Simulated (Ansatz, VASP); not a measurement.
Na in VASP and in Ansatz

INCAR

```
SYSTEM = Na
PREC = Accurate ; ENCUT = 600
EDIFF = 1E-6 ; ISMEAR = 0
SIGMA = 0.1 ; LREAL = .FALSE.
LASPH = .TRUE. ; NELM = 80
ALGO = Fast ; ISIF = 3
LWAVE = .FALSE. ; LCHARG = .FALSE.
GGA = PS ; IBRION = 2
NSW = 80 ; EDIFFG = -0.05
```

KPOINTS

```
regular mesh
0
G
  6 6 4
  0 0 0
```

File POSCAR:

```
Na
1.0
    2.9485558462      0.0000000000      0.0000000000
   -1.4742779231      2.5535242673      0.0000000000
    0.0000000000      0.0000000000      4.8154574171
Na
2
Direct
    0.3333333333      0.6666666667      0.2500000000
    0.6666666667      0.3333333333      0.7500000000
```

Input for Ansatz:

```yaml
crystal:
  lattice:
    - [2.9485558462, 0.0, 0.0]
    - [-1.4742779231, 2.5535242673, 0.0]
    - [0.0, 0.0, 4.8154574171]
  atoms:
    - { symbol: Na, position: [0.3333333333, 0.6666666667, 0.25] }
    - { symbol: Na, position: [0.6666666667, 0.3333333333, 0.75] }
basis:
  ecutwfc: 420
kpoints:
  mp_grid: { grid: [6, 6, 4] }
hamiltonian:
  xc: pbesol
scf:
  occupations: { method: gaussian, width: 0.1 }
output:
  forces: true
  stress: true
  eigenvalues: true
relax:
  adjacent_minimum: "off"
  f_tol: 0.05
  max_steps: 60
  cell: { stress_tol: 0.5 }
```

Alike in both runs: task relaxation of cell and atoms; functional PBEsol; k mesh 6 × 6 × 4; occupations gaussian, width 0.1 eV; no spin polarisation.

|  | VASP | Ansatz |
| --- | --- | --- |
| version | VASP 6.6.1 | Ansatz 0.2.0 |
| potentials or method | VASP PAW PBE potentials, release 64 (Na_pv), cutoff 600 eV | scalar-relativistic, plane waves, PAW |
| valence electrons in the cell | 14 | 18 |

Ansatz gave:

* gap on the k mesh at the Fermi level, each at its own relaxed structure (eV): none
* relaxed volume (Å³/atom): 36.06
* relaxed cell length with the largest relative difference (Å): 5.980

Problem. Which values does VASP return?

Solution. gap on the k mesh at the Fermi level, each at its own relaxed structure (eV): none; relaxed volume (Å³/atom): 35.21; relaxed cell length with the largest relative difference (Å): 5.913.

VASP's potentials were made for PBE, not for PBEsol. A gap of «none» marks a metal or a gap that the smearing closes. VASP's potentials hold 14 valence electrons a cell and Ansatz's 18, so a difference there can come from the potentials and not from the codes.

The k mesh is coarse, so the values compare programs but aren't converged. Noted on VASP's run: the volume moved by over 15 % at a fixed basis, so the end points are rough.
